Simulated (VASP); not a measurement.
Runs of VASP 6.6.1 on C. The structure is that of space group Fmmm (No. 69), or close to it. The cells are those of the table. 

| cell | gap on the mesh (eV) | pressure (GPa) | largest force (eV/Å) |
| --- | --- | --- | --- |
| a = 2.355, b = 2.355, c = 6.918 Å, angles 90.0, 90.0, 115.9°, 4 atoms | none | (c) | 1.80 |
| a = 2.514, b = 2.514, c = 7.641 Å, angles 90.0, 90.0, 122.6°, 4 atoms | 0.28 | -4.8 | 0.47 |
| a = 2.359, b = 2.359, c = 6.980 Å, angles 90.0, 90.0, 117.3°, 4 atoms | - | 28.0 | 1.22 |
| a = 2.363, b = 2.363, c = 7.042 Å, angles 90.0, 90.0, 118.7°, 4 atoms | (b) | 31.7 | 0.62 |
| a = 2.409, b = 2.409, c = 7.180 Å, angles 90.0, 90.0, 118.7°, 4 atoms | 0.06 | 12.5 | 0.46 |
| a = 2.368, b = 2.368, c = 7.105 Å, angles 90.0, 90.0, 120.0°, 4 atoms | none | 36.0 | - |
| a = 2.380, b = 2.380, c = 7.233 Å, angles 90.0, 90.0, 122.6°, 4 atoms | 0.24 | 45.8 | (a) |
| a = 2.538, b = 2.538, c = 7.564 Å, angles 90.0, 90.0, 118.7°, 4 atoms | 0.04 | -23.5 | 0.11 |

Alike in all rows: task single point; level PBEsol; potentials or basis VASP PAW PBE potentials, release 64 (C); no spin polarisation; k mesh 21 × 21 × 6; cutoff (eV) 520; smearing gaussian 0.15 eV.

Estimate the missing entries.

(a) 1.29; (b) 0.05; (c) 24.7.

Caveats: the PAW data sets were made with another functional, which shifts forces and pressure a little; this functional lacks dispersion, which binds the layers, so the pressure and a relaxed spacing across them are unreliable.

A k mesh can miss the band edges.

A gap of «none» marks levels without a gap at the run's occupations.
